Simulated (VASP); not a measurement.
# TiC (P1) in VASP: a series of runs, part 2 of 2

VASP 6.6.1. Earlier steps stand in the parts before.

**4. Single point, PBE**

File INCAR:

```
SYSTEM = TiC
PREC     = Accurate       ! precision mode
ENCUT    = 520            ! plane-wave cutoff, eV
EDIFF    = 1E-6           ! SCF threshold, eV
ISMEAR   = 0              ! smearing method
SIGMA    = 0.15           ! smearing width, eV
LREAL    = .False.        ! projectors in reciprocal space
LASPH    = .True.         ! aspherical terms in the spheres
NELM     = 60             ! most SCF steps
ALGO     = Normal         ! electronic algorithm
ISIF     = 2              ! what is computed and relaxed
LWAVE    = .False.        ! write WAVECAR
LCHARG   = .False.        ! write CHGCAR
GGA      = PE             ! functional
NBANDS   = 15             ! bands
```

File KPOINTS:

```
regular mesh
0
Gamma
  8 8 8
  0 0 0
```

File POSCAR:

```
TiC
1.0
    0.0000000000      2.1593000000      2.1593000000
    2.1593000000      0.0000000000      2.1593000000
    2.1593000000      2.1593000000      0.0000000000
Ti C
1 1
Direct
    0.0312300000      0.9477500000      0.9829100000
    0.4529577826      0.5217322174      0.4868122174
```

Potentials or basis: VASP PAW PBE potentials, release 64 (Ti_sv, C).

The run is started by

```
$ cat potpaw_PBE.64/Ti_sv/POTCAR potpaw_PBE.64/C/POTCAR > POTCAR
$ mpirun -np 1 vasp_std > vasp.out
```

OUTCAR:

```text
SYSTEM = TiC
   PREC = Accurate
   ENCUT = 520
   EDIFF = 1E-6
   ISMEAR = 0
   LREAL = .False.
   LASPH = .True.
   NELM = 60
   ISIF = 2
   GGA = PE

 ion  position               nearest neighbor table
   1  0.031  0.948  0.983-   2 2.00   2 2.01   2 2.16   2 2.18   2 2.33   2 2.33
   2  0.453  0.522  0.487-   1 2.00   1 2.01   1 2.16   1 2.18   1 2.33   1 2.33

  LATTYP: Found a face centered cubic cell.
 ALAT       =     4.3186000000

  Lattice vectors:

 A1 = (   0.0000000000,   2.1593000000,   2.1593000000)
 A2 = (   2.1593000000,   0.0000000000,   2.1593000000)
 A3 = (   2.1593000000,   2.1593000000,   0.0000000000)

Analysis of symmetry for initial positions (statically):
=====================================================================
 Subroutine PRICEL returns:
 Original cell was already a primitive cell.

 Routine SETGRP: Setting up the symmetry group for a
 face centered cubic supercell.

 Subroutine GETGRP returns: Found  1 space group operations
 (whereof  1 operations were pure point group operations)
 out of a pool of 48 trial point group operations.

The static configuration has the point symmetry C_1 .

Analysis of symmetry for dynamics (positions and initial velocities):
=====================================================================
 Subroutine PRICEL returns:
 Original cell was already a primitive cell.

 Routine SETGRP: Setting up the symmetry group for a
 face centered cubic supercell.

 Subroutine GETGRP returns: Found  1 space group operations
 (whereof  1 operations were pure point group operations)
 out of a pool of 48 trial point group operations.

The dynamic configuration has the point symmetry C_1 .

 Subroutine INISYM returns: Found  1 space group operations
 (whereof  1 operations are pure point group operations),
 and found     1 'primitive' translations

----------------------------------------------------------------------------------------

[... 116 lines left out ...]
   LORBIT       =      0    0 simple, 1 ext, 2 COOP (PROOUT), +10 PAW based schemes
   GGA     = PE    functional components
   LHFCALC =     F    Hartree Fock is set to
   AEXX    =    0.0000 exact exchange contribution
   IVDW    =     0    specifies the selected vdW correction
   LEPSILON=     F    determine dielectric tensor
   LRPA    =     F    only Hartree local field effects (RPA)
 non-spin polarized calculation
 Gauss-broadening in eV      SIGMA  =   0.15
  energy-cutoff  :      520.00
  volume of cell :       20.14
 maximum number of plane-waves:       560
   NGX = 11   NGY = 11   NGZ = 11

 number of electron      16.0000000 magnetization

 Free energy of the ion-electron system (eV)
  ---------------------------------------------------
  ext. energy  EPLUGINS =         0.00000000
  ---------------------------------------------------
  free energy    TOTEN  =       -18.46342178 eV

  energy without entropy =      -18.46175548  energy(sigma->0) =      -18.46258863

 E-fermi :   9.6500     XC(G=0): -12.7151

 val. band max:        9.5945477231   @ k =   0.1250   0.1250   0.1250
 cond. band min:       9.7092147744   @ k =   0.0000   0.2500   0.2500
 fundamental gap:      0.1146670513
 Fermi energy:         9.6500282446

 k-point     1 :       0.0000    0.0000    0.0000
  band No.  band energies     occupation
      1     -47.0292      2.00000
      2     -23.0659      2.00000
      3     -23.0554      2.00000
      4     -23.0531      2.00000
      5      -2.8720      2.00000
      6       9.1099      2.00000
      7       9.2858      1.99940
      8       9.5929      1.40981
      9      10.1908      0.00000
     10      10.9872      0.00000
     11      12.3209      0.00000
     12      12.9328      0.00000
     13      13.1428      0.00000
     14      19.8833      0.00000
[... 401 lines left out ...]
      2     -23.2723      2.00000
      3     -23.1066      2.00000
      4     -23.0994      2.00000
      5      -1.7120      2.00000
      6       6.5663      2.00000
      7       7.8029      2.00000
      8       9.1020      2.00000
      9      10.0350      0.00028
     10      11.4338      0.00000
     11      12.5031      0.00000
     12      14.7662      0.00000
     13      15.8046      0.00000
     14      21.3679      0.00000
     15      23.9169      0.00000

 [... further k-points ...]
[... 5 lines left out ...]
  --------------------------------------------------------------------------------------
  -------------------------------------------------------------------------------------
  Total        1.6121197      1.5074057      0.3744739      0.4738392     -0.0256193      0.0268882
  in kB      128.2740807    119.9421418     29.7963563     37.7027181     -2.0384921      2.1394540
  external PRESSURE =      92.6708596 kB  Pullay stress =       0.0000000 kB

 VOLUME and BASIS-vectors are now :
 -----------------------------------------------------------------------------
  energy-cutoff  :      520.00
  volume of cell :       20.14
      direct lattice vectors                 reciprocal lattice vectors
     0.000000000  2.159300000  2.159300000    -0.231556523  0.231556523  0.231556523
     2.159300000  0.000000000  2.159300000     0.231556523 -0.231556523  0.231556523
     2.159300000  2.159300000  0.000000000     0.231556523  0.231556523 -0.231556523

 POSITION                                       TOTAL-FORCE (eV/Angst)
 -----------------------------------------------------------------------------------
      4.16887      2.18983      2.11391         1.491977     -1.406032     -0.068015
      2.17775      2.02925      2.10465        -1.491977      1.406032      0.068015
 -----------------------------------------------------------------------------------
    total drift:                                0.000148     -0.000073      0.000006

  FREE ENERGIE OF THE ION-ELECTRON SYSTEM (eV)
  ---------------------------------------------------
  free  energy   TOTEN  =       -18.4634217760 eV

  energy  without entropy=      -18.4617554764  energy(sigma->0) =      -18.46258863
```

OSZICAR:

```text
N       E                     dE             d eps       ncg     rms          rms(c)
DAV:   1     0.112168562357E+03    0.11217E+03   -0.73555E+03  7808   0.126E+03
DAV:   2    -0.162020650150E+02   -0.12837E+03   -0.11967E+03  8269   0.333E+02
DAV:   3    -0.238615586659E+02   -0.76595E+01   -0.75526E+01 10952   0.769E+01
DAV:   4    -0.240591944535E+02   -0.19764E+00   -0.19743E+00  9559   0.116E+01
DAV:   5    -0.240646135277E+02   -0.54191E-02   -0.54182E-02 10502   0.168E+00    0.190E+01
DAV:   6    -0.189778226577E+02    0.50868E+01   -0.11778E+01 11670   0.567E+01    0.666E+00
DAV:   7    -0.184886195853E+02    0.48920E+00   -0.20101E+00  9275   0.204E+01    0.509E+00
DAV:   8    -0.184612427261E+02    0.27377E-01   -0.12043E-01  8740   0.425E+00    0.283E+00
DAV:   9    -0.184659673361E+02   -0.47246E-02   -0.66848E-02 11114   0.309E+00    0.725E-01
DAV:  10    -0.184643855134E+02    0.15818E-02   -0.88019E-03  9979   0.133E+00    0.469E-01
DAV:  11    -0.184634506119E+02    0.93490E-03   -0.18120E-03  9467   0.631E-01    0.701E-02
DAV:  12    -0.184634257297E+02    0.24882E-04   -0.15053E-04  8941   0.128E-01    0.185E-02
DAV:  13    -0.184634221875E+02    0.35422E-05   -0.87922E-06  9928   0.310E-02    0.660E-03
DAV:  14    -0.184634217760E+02    0.41147E-06   -0.14089E-07  5972   0.433E-03
   1 F= -.18463422E+02 E0= -.18462589E+02  d E =-.166630E-02
```

stdout:

```text
POSCAR found type information on POSCAR TiC
 POSCAR found :  2 types and       2 ions
 scaLAPACK will be used
 LDA part: xc-table for (Slater+PW92), standard interpolation
 POSCAR, INCAR and KPOINTS ok, starting setup
 FFT: planning ... GRIDC
 FFT: planning ... GRID_SOFT
 FFT: planning ... GRID
 WAVECAR not read
 entering main loop
```

Run time: 39 s. Hardware: 1 thread of Intel Xeon Platinum 8488C (Sapphire Rapids), shared host; peak memory 0.2 GiB.

What came out:

```
Free energy            : -18.4634 eV
Pressure               : 9.3 GPa
Largest force          : 2.051 eV/Å
Band gap on the k mesh : 0.11 eV, indirect (least direct gap 0.60 eV)
```

Forces in eV/Å, atoms in the order of the input:
```
Ti   1.492 -1.406 -0.068
C   -1.492  1.406  0.068
```

Stress tensor (GPa, compression positive):
```
12.83  3.77  0.21
 3.77 11.99 -0.20
 0.21 -0.20  2.98
```

Caveat: forces of over 1 eV/Å act on the atoms, so gaps and moduli don't describe the material at rest.
